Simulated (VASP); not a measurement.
# ZrB2 (base) (P6/mmm) in VASP: notebook

The runs below take ZrB2 (base) through single point, relaxation of cell and atoms, with PBE.

Everything below comes from runs of VASP 6.6.1. Logs are shortened: lines on timing, memory, paths and dates and some standing lists are left out, and cuts for length are marked.

### 1 The cell of the first run

It takes space group P6/mmm (No. 191, hexagonal). The conventional cell has a = 3.171 Å, b = 3.171 Å, c = 3.542 Å, α = 90.00°, β = 90.00°, γ = 120.00°. Within 3.4 Å of Zr (site symmetry 6/mmm) lie 12 B at 2.55 Å and 6 Zr at 3.17 Å. B (site symmetry -6m2) has 3 B at 1.83 Å within 2.4 Å.

### 2 Single point, PBE

INCAR reads:

```
SYSTEM = ZrB2
  PREC = Accurate
  ENCUT = 520
  EDIFF = 1E-7
  ISMEAR = 0
  SIGMA = 0.1
  LREAL = .FALSE.
  LASPH = .TRUE.
  NELM = 100
  ALGO = Normal
  ISIF = 2
  LWAVE = .FALSE.
  LCHARG = .FALSE.
  GGA = PE
  NBANDS = 16
```

KPOINTS reads:

```
regular mesh
0
G
  15 15 12
  0 0 0
```

POSCAR reads:

```
ZrB2
1.0
    3.1710294599      0.0000000000      0.0000000000
   -1.5855147300      2.7461920684      0.0000000000
    0.0000000000      0.0000000000      3.5423344466
Zr B
1 2
Direct
    0.0000000000      0.0000000000      0.0000000000
    0.3333333333      0.6666666667      0.5000000000
    0.6666666667      0.3333333333      0.5000000000
```

Potentials or basis: VASP PAW PBE potentials, release 64 (Zr_sv, B).

Command:

```sh
cat potpaw_PBE.64/Zr_sv/POTCAR potpaw_PBE.64/B/POTCAR > POTCAR
mpirun -np 1 vasp_std > vasp.out
```

OUTCAR:

```text
SYSTEM = ZrB2
   PREC = Accurate
   ENCUT = 520
   EDIFF = 1E-7
   ISMEAR = 0
   LREAL = .FALSE.
   LASPH = .TRUE.
   NELM = 100
   ISIF = 2
   GGA = PE

 ion  position               nearest neighbor table
   1  0.000  0.000  0.000-   2 2.55   3 2.55   2 2.55   3 2.55   3 2.55   3 2.55   2 2.55   2 2.55
                             3 2.55   3 2.55   2 2.55   2 2.55
   2  0.333  0.667  0.500-   3 1.83   3 1.83   3 1.83   1 2.55   1 2.55   1 2.55   1 2.55   1 2.55
                             1 2.55
   3  0.667  0.333  0.500-   2 1.83   2 1.83   2 1.83   1 2.55   1 2.55   1 2.55   1 2.55   1 2.55
                             1 2.55

  LATTYP: Found a hexagonal cell.
 ALAT       =     3.1710294599
 C/A-ratio  =     1.1170928846

  Lattice vectors:

 A1 = (   3.1710294599,   0.0000000000,   0.0000000000)
 A2 = (  -1.5855147300,   2.7461920684,   0.0000000000)
 A3 = (   0.0000000000,   0.0000000000,   3.5423344466)

Analysis of symmetry for initial positions (statically):
=====================================================================
 Subroutine PRICEL returns:
 Original cell was already a primitive cell.

 Routine SETGRP: Setting up the symmetry group for a
 hexagonal supercell.

 Subroutine GETGRP returns: Found 24 space group operations
 (whereof 24 operations were pure point group operations)
 out of a pool of 24 trial point group operations.

The static configuration has the point symmetry D_6h.

Analysis of symmetry for dynamics (positions and initial velocities):
=====================================================================
 Subroutine PRICEL returns:
 Original cell was already a primitive cell.

 Routine SETGRP: Setting up the symmetry group for a
 hexagonal supercell.

 Subroutine GETGRP returns: Found 24 space group operations
 (whereof 24 operations were pure point group operations)
 out of a pool of 24 trial point group operations.

The dynamic configuration has the point symmetry D_6h.

 Subroutine INISYM returns: Found 24 space group operations
 (whereof 24 operations are pure point group operations),
 and found     1 'primitive' translations

----------------------------------------------------------------------------------------

                                     Primitive cell

  volume of cell :      30.8476

  direct lattice vectors                    reciprocal lattice vectors
     3.171029460  0.000000000  0.000000000     0.315355001  0.182070295  0.000000000
    -1.585514730  2.746192068  0.000000000     0.000000000  0.364140590  0.000000000
     0.000000000  0.000000000  3.542334447     0.000000000  0.000000000  0.282299714

  length of vectors
     3.171029460  3.171029460  3.542334447     0.364140590  0.364140590  0.282299714

  position of ions in fractional coordinates (direct lattice)
     0.000000000  0.000000000  0.000000000
     0.333333333  0.666666667  0.500000000
     0.666666667  0.333333333  0.500000000

  ion indices of the primitive-cell ions
   primitive index   ion index
                 1           1
                 2           2
                 3           3

----------------------------------------------------------------------------------------

 KPOINTS: regular mesh

Automatic generation of k-mesh.
 Grid dimensions read from file:
 generate k-points for:   15   15   12

 Generating k-lattice:

  Cartesian coordinates                     Fractional coordinates (reciprocal lattice)
     0.021023667  0.012138020  0.000000000     0.066666667  0.000000000  0.000000000
     0.000000000  0.024276039  0.000000000     0.000000000  0.066666667  0.000000000
     0.000000000  0.000000000  0.023524976     0.000000000  0.000000000  0.083333333

  Length of vectors
     0.024276039  0.024276039  0.023524976

  Shift w.r.t. Gamma in fractional coordinates (k-lattice)
     0.000000000  0.000000000  0.000000000

 Subroutine IBZKPT returns following result:
 ===========================================

 Found    189 irreducible k-points:

 Following reciprocal coordinates:
            Coordinates               Weight
  0.000000  0.000000  0.000000      1.000000
  0.066667  0.000000  0.000000      6.000000
  0.133333  0.000000  0.000000      6.000000
  0.200000  0.000000  0.000000      6.000000
  0.266667  0.000000  0.000000      6.000000
  0.333333  0.000000  0.000000      6.000000
[... 16 lines left out ...]
  0.333333  0.200000  0.000000     12.000000
  0.400000  0.200000  0.000000      6.000000
 [... further k-points ...]
   k-points           NKPTS =    189   k-points in BZ     NKDIM =    189   number of bands    NBANDS=     16
   number of dos      NEDOS =    301   number of ions     NIONS =      3
   total plane-waves  NPLWV =  16128
   dimension x,y,z NGX =    24 NGY =   24 NGZ =   28
   dimension x,y,z NGXF=    48 NGYF=   48 NGZF=   56
   ions per type =               1   2
   NGX,Y,Z   is equivalent  to a cutoff of  12.58, 12.58, 13.14 a.u.
   NGXF,Y,Z  is equivalent  to a cutoff of  25.16, 25.16, 26.28 a.u.
 SYSTEM =  ZrB2
   PREC   = accura    normal or accurate (medium, high low for compatibility)
   ISTART =      0    job   : 0-new  1-cont  2-samecut
   ICHARG =      2    charge: 1-file 2-atom 10-const
   ISPIN  =      1    spin polarized calculation?
   LNONCOLLINEAR =      F non collinear calculations
   LSORBIT =      F    spin-orbit coupling
   LASPH  =      T    aspherical Exc in radial PAW
   ENCUT  =  520.0 eV  38.22 Ry    6.18 a.u.   5.90  5.90  6.59*2*pi/ulx,y,z
   NELM   =    100;   NELMIN=  2; NELMDL= -5     # of ELM steps
   EDIFF  = 0.1E-06   stopping-criterion for ELM
   LREAL  =      F    real-space projection
   EDIFFG = 0.1E-05   stopping-criterion for IOM
   NSW    =      0    number of steps for IOM
   IBRION =     -1    ionic relax: 0-MD 1-quasi-New 2-CG
   NFREE  =      0    steps in history (QN), initial steepest desc. (CG)
   ISIF   =      2    stress and relaxation
   ISYM   =      2    0-nonsym 1-usesym 2-fastsym
   POTIM  = 0.5000    time-step for ionic-motion
   TEBEG  =    0.0;   TEEND  =   0.0 temperature during run
   PSTRESS=    0.0 pullay stress
   NELECT =      18.0000    total number of electrons
   NUPDOWN=      -1.0000    fix difference up-down
   EMIN   =  10.00;   EMAX   =-10.00  energy-range for DOS
   EFERMI =   0.00;   METHOD = LEGACY
   ISMEAR =     0;   SIGMA  =   0.10  broadening in eV -4-tet -1-fermi 0-gaus
   EFERMI_NEDOS =   21; number of points for ismear=-14 and -15
   IALGO  =     38    algorithm
   IMIX   =      4    mixing-type and parameters
     AMIX     =   0.40;   BMIX     =  1.00
     AMIX_MAG =   1.60;   BMIX_MAG =  1.00
  volume/ion in A,a.u.               =      10.28        69.39
  Fermi-wavevector in a.u.,A,eV,Ry     =   1.368019  2.585181 25.462971  1.871476
  Thomas-Fermi vector in A             =   2.494020
   LORBIT       =      0    0 simple, 1 ext, 2 COOP (PROOUT), +10 PAW based schemes
   GGA     = PE    functional components
   LHFCALC =     F    Hartree Fock is set to
   AEXX    =    0.0000 exact exchange contribution
   IVDW    =     0    specifies the selected vdW correction
   LEPSILON=     F    determine dielectric tensor
   LRPA    =     F    only Hartree local field effects (RPA)
 non-spin polarized calculation
 Gauss-broadening in eV      SIGMA  =   0.10
  energy-cutoff  :      520.00
  volume of cell :       30.85
 maximum number of plane-waves:       852
 NGX is ok and might be reduce to    24
   NGX = 11   NGY = 11   NGZ = 13

 number of electron      18.0000000 magnetization

 Free energy of the ion-electron system (eV)
  ---------------------------------------------------
  ext. energy  EPLUGINS =         0.00000000
  ---------------------------------------------------
  free energy    TOTEN  =       -24.97926467 eV

  energy without entropy =      -24.97815933  energy(sigma->0) =      -24.97871200

 E-fermi :  10.4838     XC(G=0): -12.4276

 val. band max:       10.4737310963   @ k =   0.0667   0.0667   0.4167
 cond. band min:      10.5060130658   @ k =   0.1333   0.1333   0.2500
 fundamental gap:      0.0322819695
 Fermi energy:        10.4837773364

 k-point     1 :       0.0000    0.0000    0.0000
  band No.  band energies     occupation
      1     -38.1565      2.00000
      2     -16.3438      2.00000
      3     -15.7890      2.00000
      4     -15.7890      2.00000
      5      -2.2288      2.00000
      6       7.8809      2.00000
[... 8 lines left out ...]
     15      15.6360      0.00000
     16      15.6360      0.00000

 k-point     2 :       0.0667    0.0000    0.0000
  band No.  band energies     occupation
      1     -38.1516      2.00000
      2     -16.3364      2.00000
      3     -15.8324      2.00000
      4     -15.7984      2.00000
      5      -2.1398      2.00000
      6       7.6122      2.00000
[... 8 lines left out ...]
     15      16.0336      0.00000
     16      16.2681      0.00000

 k-point     3 :       0.1333    0.0000    0.0000
  band No.  band energies     occupation
      1     -38.1376      2.00000
      2     -16.3156      2.00000
      3     -15.9532      2.00000
      4     -15.8248      2.00000
      5      -1.8793      2.00000
      6       6.9312      2.00000
[... 8 lines left out ...]
     15      16.7489      0.00000
     16      17.4260      0.00000

 k-point     4 :       0.2000    0.0000    0.0000
  band No.  band energies     occupation
      1     -38.1169      2.00000
      2     -16.2847      2.00000
      3     -16.1269      2.00000
      4     -15.8635      2.00000
      5      -1.4649      2.00000
      6       6.0460      2.00000
[... 8 lines left out ...]
     15      17.2442      0.00000
     16      18.1028      0.00000
[... 324 lines left out ...]
 k-point    22 :       0.2667    0.2000    0.0000
  band No.  band energies     occupation
      1     -38.0476      2.00000
      2     -16.5414      2.00000
      3     -16.1808      2.00000
      4     -16.1322      2.00000
      5       0.5907      2.00000
      6       3.8254      2.00000
[... 8 lines left out ...]
     15      18.2877      0.00000
     16      20.2229      0.00000

 k-point    23 :       0.3333    0.2000    0.0000
  band No.  band energies     occupation
      1     -38.0360      2.00000
      2     -16.5932      2.00000
      3     -16.1911      2.00000
      4     -16.1635      2.00000
      5       1.3660      2.00000
      6       3.0438      2.00000
[... 8 lines left out ...]
     15      19.3318      0.00000
     16      20.2778      0.00000

 k-point    24 :       0.4000    0.2000    0.0000
  band No.  band energies     occupation
      1     -38.0319      2.00000
      2     -16.6106      2.00000
      3     -16.2126      2.00000
      4     -16.1573      2.00000
      5       2.1585      2.00000
      6       2.2394      2.00000
[... 8 lines left out ...]
     15      19.8351      0.00000
     16      20.0836      0.00000

 [... further k-points ...]
[... 5 lines left out ...]
  --------------------------------------------------------------------------------------
  -------------------------------------------------------------------------------------
  Total        0.0232350      0.0232350      0.0365127     -0.0000000      0.0000000     -0.0000000
  in kB        1.2067932      1.2067932      1.8964142     -0.0000000      0.0000000     -0.0000000
  external PRESSURE =       1.4366668 kB  Pullay stress =       0.0000000 kB

 VOLUME and BASIS-vectors are now :
 -----------------------------------------------------------------------------
  energy-cutoff  :      520.00
  volume of cell :       30.85
      direct lattice vectors                 reciprocal lattice vectors
     3.171029460  0.000000000  0.000000000     0.315355001  0.182070295  0.000000000
    -1.585514730  2.746192068  0.000000000     0.000000000  0.364140590  0.000000000
     0.000000000  0.000000000  3.542334447     0.000000000  0.000000000  0.282299714

 POSITION                                       TOTAL-FORCE (eV/Angst)
 -----------------------------------------------------------------------------------
      0.00000      0.00000      0.00000        -0.000000      0.000000      0.000000
     -0.00000      1.83079      1.77117        -0.000000      0.000000      0.000000
      1.58551      0.91540      1.77117         0.000000     -0.000000      0.000000
 -----------------------------------------------------------------------------------
    total drift:                               -0.000000      0.000000      0.000000

  FREE ENERGIE OF THE ION-ELECTRON SYSTEM (eV)
  ---------------------------------------------------
  free  energy   TOTEN  =       -24.9792646685 eV

  energy  without entropy=      -24.9781593285  energy(sigma->0) =      -24.97871200
```

It took 30 s on 1 thread of Intel Xeon 6975P-C (Granite Rapids), shared host; peak memory 0.21 GiB.

Results:

```
Free energy            : -24.9793 eV
Pressure               : 0.1 GPa
Band gap on the k mesh : zero (band 9 reaches 11.27 eV, above the bottom of band 10 at 10.26 eV)
```

Levels at points of the mesh, in eV from the Fermi level:
```
           k point  band 7  band 8  band 9  band 10  band 11  band 12
(0.00, 0.00, 0.00)   -2.60   -2.58   -2.36     3.39     3.39     4.15
(0.00, 0.00, 0.50)   -0.95   -0.95    0.35     0.35     0.78     0.78
```

[end of part 1 of 2]
